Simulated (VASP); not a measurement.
A run of VASP 6.6.1:

INCAR

```
  ALGO = Normal
  EDIFF = 1E-7
  EDIFFG = -0.08
  ENCUT = 500
  GGA = PE
  GGA_COMPAT = False
  IBRION = 2
  ISIF = 3
  ISMEAR = 0
  LASPH = True
  LCHARG = False
  LMAXMIX = 6
  LREAL = False
  LWAVE = False
  NELM = 200
  NELMIN = 4
  NSW = 36
  PREC = Accurate
  SIGMA = 0.2
```

KPOINTS

```
k-points
0
Gamma
  4 4 4
```

File POSCAR:

```
TmB3Au
1.0
    4.0050843700      0.0000000000      0.0000000000
    0.0000000000      4.0050843700      0.0000000000
    0.0000000000      0.0000000000      4.7697828300
Tm B Au
1 3 1
Direct
    0.5000000000      0.5000000000      0.0000000000
    0.0000000000      0.5000000000      0.5000000000
    0.5000000000      0.0000000000      0.5000000000
    0.0000000000      0.0000000000      0.0000000000
    0.5000000000      0.5000000000      0.5000000000
```

Potentials or basis: VASP PAW PBE potentials, release 64 (Tm_3, B, Au), 4f in core.

Command:

```sh
$ cat potpaw_PBE.64/Tm_3/POTCAR potpaw_PBE.64/B/POTCAR potpaw_PBE.64/Au/POTCAR > POTCAR
$ mpirun -np 1 vasp_std > vasp.out
```

Hardware: 1 thread of Intel(R) Xeon(R) 6975P-C (Granite Rapids), with other jobs on the host.

Problem. How long does it take, and how much memory?

Solution. Wall time 95 s on 1 thread of Intel(R) Xeon(R) 6975P-C (Granite Rapids) (shared host), peak memory 0.2 GiB. Counts: scf iterations 83, k points 18, ion steps 8.
